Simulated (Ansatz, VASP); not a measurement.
# SnSe2 in VASP and in Ansatz

Contents of INCAR:

```
  PREC = Accurate
  ENCUT = 520
  EDIFF = 1E-7
  ISMEAR = 0
  SIGMA = 0.01
  LREAL = False
  LASPH = True
  NELM = 60
  ALGO = Normal
  ISIF = 2
  LWAVE = False
  LCHARG = True
  GGA = PE
  LELF = True
  LVHAR = True
  NBANDS = 20
```

The input KPOINTS:

```
Automatic mesh
0
Gamma
  12 12 8
```

POSCAR

```
SnSe2
1.0
    3.8255260000      0.0000000000      0.0000000000
   -1.9127630000      3.3130030000      0.0000000000
    0.0000000000      0.0000000000      6.2315860000
Sn Se
1 2
Direct
    0.0000000000      0.0000000000      0.0000000000
    0.3333330000      0.6666670000      0.2529370000
    0.6666670000      0.3333330000      0.7470630000
```

Input for Ansatz:

```yaml
crystal:
  lattice:
    - [3.825526, 0.0, 0.0]
    - [-1.912763, 3.313003, 0.0]
    - [0.0, 0.0, 6.231586]
  atoms:
    - { symbol: Sn, position: [0.0, 0.0, 0.0] }
    - { symbol: Se, position: [0.333333, 0.666667, 0.252937] }
    - { symbol: Se, position: [0.666667, 0.333333, 0.747063] }
scf:
  occupations: { method: gaussian, width: 0.01 }
output:
  forces: true
  stress: true
  eigenvalues: true
  write_density: true
  write_potential: true
  elf: true
  volumetric_format: npy
hamiltonian:
  xc: pbe
basis:
  ecutwfc: 500
kpoints:
  mp_grid: { grid: [12, 12, 8] }
  band_path:
    path:
      - [[0.0, 0.0, 0.0], [0.49999998, 2.0e-08, 0.0], [0.33333332, 0.33333337, 0.0], [0.0, 0.0, 0.0], [0.0, 0.0, 0.5], [0.49999998, 2.0e-08, 0.5], [0.33333332, 0.33333337, 0.5], [0.0, 0.0, 0.5]]
      - [[0.49999998, 2.0e-08, 0.5], [0.49999998, 2.0e-08, 0.0]]
      - [[0.33333332, 0.33333337, 0.5], [0.33333332, 0.33333337, 0.0]]
    npoints: 10
```

Alike in both runs: task single point; functional PBE; k mesh 12 × 12 × 8; occupations gaussian, width 0.01 eV; no spin polarisation.

|  | VASP | Ansatz |
| --- | --- | --- |
| version | VASP 6.6.1 | Ansatz 0.2.0 |
| potentials or method | VASP PAW PBE potentials, release 64 (Sn_d, Se), cutoff 520 eV | scalar-relativistic, plane waves, PAW |
| valence electrons in the cell | 26 | 46 |

|  | VASP | Ansatz | Ansatz less VASP |
| --- | --- | --- | --- |
| gap on the k mesh at the Fermi level (eV) | 0.67 | 0.68 | +0.004 |
| least direct gap on the mesh (eV) | 1.13 | 1.14 | +0.011 |
| pressure (GPa) | 2.9 | 2.9 | -0.08 |
| traceless stress, the component that is largest in VASP (GPa) | 0.11 | 0.10 | -0.007 |
| rms of the force components (eV/Å) | 0.127 | 0.120 | -0.0075 |

Atom by atom the forces differ by 0.007 eV/Å (rms over components). With one functional, cell and mesh, what is left measures potentials, basis and numerics. VASP's potentials hold 26 valence electrons a cell and Ansatz's 46, so a difference there can come from the potentials and not from the codes. Ansatz's warnings: structure snapped to symmetry.
